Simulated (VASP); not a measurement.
## CoO: single point with PBE

CoO:

```
CELL_PARAMETERS angstrom
0.00000 2.15955 2.15955
2.15955 0.00000 2.15955
2.15955 2.15955 0.00000
ATOMIC_POSITIONS crystal
Co 0.00000 0.00000 0.00000
O 0.50000 0.50000 0.50000
```

| Quantity | Value |
| --- | --- |
| Program | VASP 6.6.1 |
| Task | single point |
| Functional | PBE |
| Potentials or basis | VASP PAW PBE potentials, release 64 (Co_sv, O) |
| Cutoff | 700 eV |
| k mesh | 11 × 11 × 11 |
| Occupations | fermi-dirac, width 0.05 eV |
| Spin | collinear spin, ferromagnetic start |
| Starting moments | [2.0, 0.0] μB |
| Dipole correction | no |
| Further INCAR settings | ALGO = Normal; EDIFF = 1e-06; NBANDS = 22 |

```
Pressure                                              : -8.9 GPa
Band gap on the k mesh                                : zero (filled and empty bands overlap)
Net moment                                            : 2.98 μB per cell
Site moments                                          : Co +2.56; O +0.31 μB
Valence electrons inside the program's atomic spheres : Co 14.85; O 4.96
```

Levels at points of the mesh, in eV from the Fermi level:
Spin up:
```csv
k point,band 11,band 12,band 13,band 14,band 15,band 16
"(0.00, 0.00, 0.00)",-2.99,-2.99,-2.99,0.72,16.63,17.71
```
Spin down:
```csv
k point,band 8,band 9,band 10,band 11,band 12,band 13
"(0.00, 0.00, 0.00)",-2.42,-1.02,-1.02,-1.02,0.15,0.15
```

Run time: 43 s on 1 thread of Intel(R) Xeon(R) 6975P-C (Granite Rapids), on a shared host, peak memory 0.2 GiB.

Caveat: the cell stands under tension; a cell with one magnetic atom can't hold antiferromagnetic order, which such compounds often take; semilocal functionals often make such compounds metallic where correlation or magnetic order opens a gap, which also shifts bond lengths. With open d or f shells a metallic result of PBE can be an artefact of self-interaction; +U or a hybrid may open a gap.
